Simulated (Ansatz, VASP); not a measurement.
**One calculation of ScIn4, two programs**

```
Sc In
1.0
    -3.13358    3.13358    3.13358
     3.13358   -3.13358    3.13358
     3.13358    3.13358   -3.13358
Sc In
1 4
Direct
  0.00000 0.00000 0.00000
  0.00000 0.00000 0.50000
  0.00000 0.50000 0.00000
  0.50000 0.00000 0.00000
  0.50000 0.50000 0.50000
```

Change from the starting cell: species swapped into the CrGa4 type (Im-3m, No. 229).

Alike in both runs: task relaxation of cell and atoms; functional PBE; k mesh 4 × 4 × 4; occupations gaussian, width 0.1 eV; no spin polarisation.

|  | VASP | Ansatz |
| --- | --- | --- |
| version | VASP 6.6.1 | Ansatz 0.2.0 |
| potentials or method | VASP PAW PBE potentials, release 64 (Sc_sv, In_d), cutoff 600 eV | scalar-relativistic, plane waves, PAW |
| valence electrons in the cell | 63 | 63 |

VASP gave:

- gap on the k mesh at the Fermi level, each at its own relaxed structure (eV): none
- relaxed volume (Å³/atom): 30.97
- relaxed cell length with the largest relative difference (Å): 5.859

**Question.** What did Ansatz give for the same quantities?

**Answer.** gap on the k mesh at the Fermi level, each at its own relaxed structure (eV): none; relaxed volume (Å³/atom): 30.90; relaxed cell length with the largest relative difference (Å): 5.855.

A gap of «none» marks a metal or a gap that the smearing closes.

Noted on VASP's run: the volume moved by over 15 % at a fixed basis, so the end points are rough.
